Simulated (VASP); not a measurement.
Input of a VASP 6.6.1 run:

Contents of INCAR:

```
SYSTEM = CsB3N3
ALGO = Normal
EDIFF = 1E-7
ENCUT = 520
GGA = PE
ISIF = 2
ISMEAR = 0
ISPIN = 2
LASPH = .TRUE.
LCHARG = .TRUE.
LELF = .TRUE.
LORBIT = 11
LREAL = .FALSE.
LVHAR = .TRUE.
LWAVE = .FALSE.
MAGMOM = 0 0 0 0 1 1 1
NBANDS = 30
NELM = 150
PREC = Accurate
SIGMA = 0.1
```

Contents of KPOINTS:

```
k-points
0
G
  6 6 2
  0 0 0
```

The input POSCAR:

```
CsB3N3
1.0
    4.3687681000      0.0000000000      0.0000000000
   -2.1843841000      3.7834642000      0.0000000000
    0.0000000000      0.0000000000      9.6235864000
Cs B N
1 3 3
Direct
    0.0000000000      0.0000000000      0.5000000000
    0.3333333000      0.6666667000      0.0000000000
    0.6666667000      0.3333333000      0.0000000000
    0.0000000000      0.0000000000      0.0000000000
    0.3332810000      0.0000000000      0.0000000000
    0.0000000000      0.3332810000      0.0000000000
    0.6667190000      0.6667190000      0.0000000000
```

Potentials or basis: VASP PAW PBE potentials, release 64 (Cs_sv, B, N).

Launch:

```console
$ cat potpaw_PBE.64/Cs_sv/POTCAR potpaw_PBE.64/B/POTCAR potpaw_PBE.64/N/POTCAR > POTCAR
$ mpirun -np 1 vasp_std > vasp.out
```

**Question.** Estimate the pressure.

**Answer.** 0.1 GPa.

**Question.** Predict the site moments.

**Answer.** Cs -0.02; B -0.00; N -0.00 μB.

**Question.** Estimate the net moment.

**Answer.** -0.18 μB per cell.

Stress tensor (GPa, compression positive):
```
 0.11  0.00  0.00
 0.00  0.11  0.00
 0.00  0.00 -0.02
```
